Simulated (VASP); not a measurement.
# ZnPb2N2 (P-3m1) in VASP: notebook, part 2 of 2

VASP 6.6.1. The steps go on from the part before.

## 4. Single point, PBE+D3(BJ)

This run uses another cell than the first one, of the same volume but with other edges.

INCAR reads:

```
ALGO = Normal ; EDIFF = 1E-7
ENCUT = 520 ; GGA = PE
ISIF = 2 ; ISMEAR = 0
IVDW = 12 ; LASPH = True
LCHARG = False ; LREAL = False
LWAVE = False ; NBANDS = 33
NELM = 60 ; PREC = Accurate
SIGMA = 0.05
```

KPOINTS reads:

```
k-points
0
Gamma
  9 9 4
```

POSCAR reads:

```
ZnPb2N2
1.0
    3.7771835259      0.0000000000      0.0000000000
   -1.8885917630      3.2711368882      0.0000000000
    0.0000000000      0.0000000000      8.7660726075
Zn Pb N
1 2 2
Direct
    0.0000000000      0.0000000000      0.5000000000
    0.6666666667      0.3333333333      0.1869330000
    0.3333333333      0.6666666667      0.8130670000
    0.0000000000      0.0000000000      0.6983190000
    0.0000000000      0.0000000000      0.3016810000
```

Potentials or basis: VASP PAW PBE potentials, release 64 (Zn, Pb_d, N).

The run is started by

```console
$ cat potpaw_PBE.64/Zn/POTCAR potpaw_PBE.64/Pb_d/POTCAR potpaw_PBE.64/N/POTCAR > POTCAR
$ mpirun -np 1 vasp_std > vasp.out
```

OUTCAR:

```text
EDIFF = 1E-7
   ENCUT = 520
   GGA = PE
   ISIF = 2
   ISMEAR = 0
   IVDW = 12
   LASPH = True
   LREAL = False
   NELM = 60
   PREC = Accurate
 IVDW          = 12

 ion  position               nearest neighbor table
   1  0.000  0.000  0.500-   4 1.74   5 1.74   2 3.51   3 3.51   2 3.51   3 3.51   2 3.51   3 3.51

   2  0.667  0.333  0.187-   5 2.40   5 2.40   5 2.40   1 3.51   1 3.51   1 3.51   3 3.94   3 3.94
                             3 3.94
   3  0.333  0.667  0.813-   4 2.40   4 2.40   4 2.40   1 3.51   1 3.51   1 3.51   2 3.94   2 3.94
                             2 3.94
   4  0.000  0.000  0.698-   1 1.74   3 2.40   3 2.40   3 2.40
   5  0.000  0.000  0.302-   1 1.74   2 2.40   2 2.40   2 2.40

  LATTYP: Found a hexagonal cell.
 ALAT       =     3.7771835259
 C/A-ratio  =     2.3207960501

  Lattice vectors:

 A1 = (   3.7771835259,   0.0000000000,   0.0000000000)
 A2 = (  -1.8885917630,   3.2711368882,   0.0000000000)
 A3 = (   0.0000000000,   0.0000000000,   8.7660726075)

Analysis of symmetry for initial positions (statically):
=====================================================================
 Subroutine PRICEL returns:
 Original cell was already a primitive cell.

 Routine SETGRP: Setting up the symmetry group for a
 hexagonal supercell.

 Subroutine GETGRP returns: Found 12 space group operations
 (whereof 12 operations were pure point group operations)
 out of a pool of 24 trial point group operations.

The static configuration has the point symmetry D_3d.

Analysis of symmetry for dynamics (positions and initial velocities):
=====================================================================
 Subroutine PRICEL returns:
 Original cell was already a primitive cell.

 Routine SETGRP: Setting up the symmetry group for a
 hexagonal supercell.

 Subroutine GETGRP returns: Found 12 space group operations
 (whereof 12 operations were pure point group operations)
 out of a pool of 24 trial point group operations.

The dynamic configuration has the point symmetry D_3d.

 Subroutine INISYM returns: Found 12 space group operations
 (whereof 12 operations are pure point group operations),
 and found     1 'primitive' translations

----------------------------------------------------------------------------------------

                                     Primitive cell

  volume of cell :     108.3108

  direct lattice vectors                    reciprocal lattice vectors
     3.777183526  0.000000000  0.000000000     0.264747528  0.152852056  0.000000000
    -1.888591763  3.271136888  0.000000000     0.000000000  0.305704113  0.000000000
     0.000000000  0.000000000  8.766072607     0.000000000  0.000000000  0.114076171

  length of vectors
     3.777183526  3.777183526  8.766072607     0.305704113  0.305704113  0.114076171

  position of ions in fractional coordinates (direct lattice)
     0.000000000  0.000000000  0.500000000
     0.666666667  0.333333333  0.186933000
     0.333333333  0.666666667  0.813067000
     0.000000000  0.000000000  0.698319000
     0.000000000  0.000000000  0.301681000

  ion indices of the primitive-cell ions
   primitive index   ion index
                 1           1
                 2           2
                 3           3
                 4           4
[... 27 lines left out ...]

 Following reciprocal coordinates:
            Coordinates               Weight
  0.000000  0.000000  0.000000      1.000000
  0.111111  0.000000  0.000000      6.000000
  0.222222 -0.000000  0.000000      6.000000
  0.333333  0.000000  0.000000      6.000000
  0.444444 -0.000000  0.000000      6.000000
  0.111111  0.111111  0.000000      6.000000
[... 16 lines left out ...]
  0.222222  0.111111  0.250000     12.000000
 -0.111111  0.333333  0.250000     12.000000
 [... further k-points ...]
   k-points           NKPTS =     43   k-points in BZ     NKDIM =     43   number of bands    NBANDS=     33
   number of dos      NEDOS =    301   number of ions     NIONS =      5
   total plane-waves  NPLWV =  54880
   dimension x,y,z NGX =    28 NGY =   28 NGZ =   70
   dimension x,y,z NGXF=    56 NGYF=   56 NGZF=  140
   ions per type =               1   2   2
   NGX,Y,Z   is equivalent  to a cutoff of  12.32, 12.32, 13.28 a.u.
   NGXF,Y,Z  is equivalent  to a cutoff of  24.65, 24.65, 26.55 a.u.
 SYSTEM =  unknown system
   PREC   = accura    normal or accurate (medium, high low for compatibility)
   ISTART =      0    job   : 0-new  1-cont  2-samecut
   ICHARG =      2    charge: 1-file 2-atom 10-const
   ISPIN  =      1    spin polarized calculation?
   LNONCOLLINEAR =      F non collinear calculations
   LSORBIT =      F    spin-orbit coupling
   LASPH  =      T    aspherical Exc in radial PAW
   ENCUT  =  520.0 eV  38.22 Ry    6.18 a.u.   7.02  7.02 16.30*2*pi/ulx,y,z
   NELM   =     60;   NELMIN=  2; NELMDL= -5     # of ELM steps
   EDIFF  = 0.1E-06   stopping-criterion for ELM
   LREAL  =      F    real-space projection
   EDIFFG = 0.1E-05   stopping-criterion for IOM
   NSW    =      0    number of steps for IOM
   IBRION =     -1    ionic relax: 0-MD 1-quasi-New 2-CG
   NFREE  =      0    steps in history (QN), initial steepest desc. (CG)
   ISIF   =      2    stress and relaxation
   ISYM   =      2    0-nonsym 1-usesym 2-fastsym
   POTIM  = 0.5000    time-step for ionic-motion
   TEBEG  =    0.0;   TEEND  =   0.0 temperature during run
   PSTRESS=    0.0 pullay stress
   NELECT =      50.0000    total number of electrons
   NUPDOWN=      -1.0000    fix difference up-down
   EMIN   =  10.00;   EMAX   =-10.00  energy-range for DOS
   EFERMI =   0.00;   METHOD = LEGACY
   ISMEAR =     0;   SIGMA  =   0.05  broadening in eV -4-tet -1-fermi 0-gaus
   EFERMI_NEDOS =   21; number of points for ismear=-14 and -15
   IALGO  =     38    algorithm
   IMIX   =      4    mixing-type and parameters
     AMIX     =   0.40;   BMIX     =  1.00
     AMIX_MAG =   1.60;   BMIX_MAG =  1.00
  volume/ion in A,a.u.               =      21.66       146.18
  Fermi-wavevector in a.u.,A,eV,Ry     =   1.265244  2.390964 21.780775  1.600842
  Thomas-Fermi vector in A             =   2.398507
   LORBIT       =      0    0 simple, 1 ext, 2 COOP (PROOUT), +10 PAW based schemes
   GGA     = PE    functional components
   LHFCALC =     F    Hartree Fock is set to
   AEXX    =    0.0000 exact exchange contribution
   IVDW    =    12    specifies the selected vdW correction
   LEPSILON=     F    determine dielectric tensor
   LRPA    =     F    only Hartree local field effects (RPA)
 non-spin polarized calculation
 Gauss-broadening in eV      SIGMA  =   0.05
  energy-cutoff  :      520.00
  volume of cell :      108.31
 maximum number of plane-waves:      2934
   NGX = 13   NGY = 13   NGZ = 33

 number of electron      50.0000039 magnetization

 Free energy of the ion-electron system (eV)
  ---------------------------------------------------
  ext. energy  EPLUGINS =         0.00000000
  ---------------------------------------------------
  free energy    TOTEN  =       -22.89639292 eV

  energy without entropy =      -22.89639292  energy(sigma->0) =      -22.89639292

 E-fermi :   4.2784     XC(G=0):  -9.4817

 val. band max:        3.9879706175   @ k =   0.1111   0.1111   0.0000
 cond. band min:       4.4804390782   @ k =   0.0000   0.0000   0.5000
 fundamental gap:      0.4924684607
 Fermi energy:         4.2783825034

 k-point     1 :       0.0000    0.0000    0.0000
  band No.  band energies     occupation
      1     -12.3855      2.00000
      2     -12.3810      2.00000
      3     -12.3200      2.00000
      4     -12.3200      2.00000
      5     -12.3102      2.00000
      6     -12.3102      2.00000
[... 853 lines left out ...]
     32      10.0888      0.00000
     33      11.1700      0.00000

 [... further k-points ...]

------------------------ aborting loop because EDIFF is reached ----------------------------------------

 Edisp (eV)   -1.22891

 E8    (eV) :    -0.5466

  FORCE on cell =-STRESS in cart. coord.  units (eV):
  Direction    XX          YY          ZZ          XY          YZ          ZX
  --------------------------------------------------------------------------------------
  -------------------------------------------------------------------------------------
  Total      -2.50696    -2.50696     6.88348     0.00000     0.00000     0.00000
  in kB     -37.08392   -37.08392   101.82320     0.00000     0.00000     0.00000
  external pressure =        9.22 kB  Pullay stress =        0.00 kB

 VOLUME and BASIS-vectors are now :
 -----------------------------------------------------------------------------
  energy-cutoff  :      520.00
  volume of cell :      108.31
      direct lattice vectors                 reciprocal lattice vectors
     3.777183526  0.000000000  0.000000000     0.264747528  0.152852056  0.000000000
    -1.888591763  3.271136888  0.000000000     0.000000000  0.305704113  0.000000000
     0.000000000  0.000000000  8.766072607     0.000000000  0.000000000  0.114076171

 POSITION                                       TOTAL-FORCE (eV/Angst)
 -----------------------------------------------------------------------------------
      0.00000      0.00000      4.38304         0.000000      0.000000      0.000000
      1.88859      1.09038      1.63867         0.000000      0.000000     -0.149799
     -0.00000      2.18076      7.12740        -0.000000      0.000000      0.149799
      0.00000      0.00000      6.12152         0.000000     -0.000000      2.060616
      0.00000      0.00000      2.64456         0.000000      0.000000     -2.060616
 -----------------------------------------------------------------------------------
    total drift:                                0.000000      0.000000      0.000000

  FREE ENERGIE OF THE ION-ELECTRON SYSTEM (eV)
  ---------------------------------------------------
  free  energy   TOTEN  =       -24.1252993066 eV

  energy  without entropy=      -24.1252993066  energy(sigma->0) =      -24.12529931
```

It took 3 min on 1 thread of Intel Xeon Platinum 8259CL at 2.50GHz (Skylake/Cascade Lake), shared host; peak memory 0.32 GiB.

Results:

```
Free energy                : -24.1253 eV
Pressure                   : 0.9 GPa
Largest force              : 2.061 eV/Å
Band gap on the k mesh     : 0.49 eV (least direct gap 1.28 eV)
Dispersion energy per atom : -0.246 eV
```

Forces in eV/Å, atoms in the order of the input:
```
Zn   0.000  0.000  0.000
Pb   0.000  0.000 -0.150
Pb   0.000  0.000  0.150
N    0.000  0.000  2.061
N    0.000  0.000 -2.061
```

Stress tensor (GPa, compression positive):
```
-3.71  0.00  0.00
 0.00 -3.71  0.00
 0.00  0.00 10.18
```

Caveat: spin-orbit coupling is left out, which moves the levels of the heavy elements; an odd mesh through Γ misses points on the zone boundary, where band edges can lie; forces of over 1 eV/Å act on the atoms, so gaps and moduli don't describe the material at rest.

## 5. Single point, PBE+D3(BJ)

This run uses another cell than the first one, of the same volume but with other edges.

Changes to INCAR since step 4:

```diff
@@ -6,3 +6,3 @@
 LWAVE = False ; NBANDS = 33
-NELM = 60 ; PREC = Accurate
+NELM = 80 ; PREC = Accurate
 SIGMA = 0.05
```

KPOINTS is that of step 4.

Changes to POSCAR since step 4:

```diff
@@ -2,5 +2,5 @@
 1.0
-    3.7771835259      0.0000000000      0.0000000000
-   -1.8885917630      3.2711368882      0.0000000000
-    0.0000000000      0.0000000000      8.7660726075
+    3.5587690171      0.0000000000      0.0000000000
+   -1.7793845086      3.0819843750      0.0000000000
+    0.0000000000      0.0000000000      9.8751030283
 Zn Pb N
```

The run is started by

```console
$ cat potpaw_PBE.64/Zn/POTCAR potpaw_PBE.64/Pb_d/POTCAR potpaw_PBE.64/N/POTCAR > POTCAR
$ mpirun -np 1 vasp_std > vasp.out
```

Run time: 3.2 min. Hardware: 1 thread of Intel Xeon Platinum 8259CL at 2.50GHz (Skylake/Cascade Lake), shared host; peak memory 0.34 GiB.

Results (log left out):

```
Free energy                : -24.0954 eV
Pressure                   : -3.8 GPa
Largest force              : 1.250 eV/Å
Band gap on the k mesh     : 0.92 eV (least direct gap 1.31 eV)
Dispersion energy per atom : -0.246 eV
```

Forces in eV/Å, atoms in the order of the input:
```
Zn   0.000  0.000  0.000
Pb   0.000  0.000  0.337
Pb   0.000  0.000 -0.337
N    0.000  0.000 -1.250
N    0.000  0.000  1.250
```

Stress tensor (GPa, compression positive):
```
  0.33   0.00   0.00
  0.00   0.33   0.00
  0.00   0.00 -11.98
```

Levels at points of the mesh, in eV from the valence-band top:
```
           k point  band 23  band 24  band 25  band 26  band 27  band 28
(0.00, 0.00, 0.00)    -0.66    -0.39    -0.39     0.92     3.46     3.56
(0.00, 0.00, 0.50)    -0.67    -0.39    -0.39     1.32     2.90     4.10
```

Caveat: the cell stands under tension; spin-orbit coupling is left out, which moves the levels of the heavy elements; an odd mesh through Γ misses points on the zone boundary, where band edges can lie; forces of over 1 eV/Å act on the atoms, so gaps and moduli don't describe the material at rest.

## 6. Overview

| cell | gap on the mesh (eV) | pressure (GPa) | largest force (eV/Å) |
| --- | --- | --- | --- |
| a = 3.878, b = 3.878, c = 8.316 Å, angles 90.0, 90.0, 120.0°, 5 atoms | 0.28 | 5.1 | 5.17 |
| a = 3.457, b = 3.457, c = 10.465 Å, angles 90.0, 90.0, 120.0°, 5 atoms | 0.89 | -4.3 | 1.53 |
| a = 3.777, b = 3.777, c = 8.766 Å, angles 90.0, 90.0, 120.0°, 5 atoms | 0.49 | 0.9 | 2.06 |
| a = 3.559, b = 3.559, c = 9.875 Å, angles 90.0, 90.0, 120.0°, 5 atoms | 0.92 | -3.8 | 1.25 |

Alike in all rows: task single point; level PBE+D3(BJ); potentials or basis VASP PAW PBE potentials, release 64 (Zn, Pb_d, N); no spin polarisation; k mesh 9 × 9 × 4; cutoff (eV) 520; smearing gaussian 0.05 eV.

Caveats: spin-orbit coupling is left out, which moves the levels of the heavy elements; an odd mesh through Γ misses points on the zone boundary, where band edges can lie; forces of over 1 eV/Å act on the atoms, so gaps and moduli don't describe the material at rest; the cell stands under tension (at least some runs); the cell stands under pressure (at least some runs).

Absolute energies hang on the potentials; compare differences alone.
